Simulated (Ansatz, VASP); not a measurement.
**BaRhO3: VASP beside Ansatz**

```xyz
5
Lattice="4.0670 0.0000 0.0000 0.0000 4.0670 0.0000 0.0000 0.0000 4.0670" Properties=species:S:1:pos:R:3 pbc="T T T"
Ba    0.0000    0.0000    0.0000
Rh    2.0335    2.0335    2.0335
O     2.0335    0.0000    2.0335
O     0.0000    2.0335    2.0335
O     2.0335    2.0335    0.0000
```

Alike in both runs: task single point; functional LDA; k mesh 6 × 6 × 6; occupations gaussian, width 0.1 eV; no spin polarisation.

|  | VASP | Ansatz |
| --- | --- | --- |
| version | VASP 6.6.1 | Ansatz 0.2.0 |
| potentials or method | VASP PAW LDA potentials, release 64 (Ba_sv, Rh_pv, O), cutoff 520 eV | plane waves, PAW |
| valence electrons in the cell | 43 | 45 |

```csv
,VASP,Ansatz,Ansatz less VASP
pressure (GPa),-11.7,-13.4,-1.71
```

LDA's correlation is that of Perdew and Zunger in VASP and of Perdew and Wang (1992) in Ansatz. VASP's potentials hold 43 valence electrons a cell and Ansatz's 45, so a difference there can come from the potentials and not from the codes.

Neither program's run includes spin-orbit coupling.
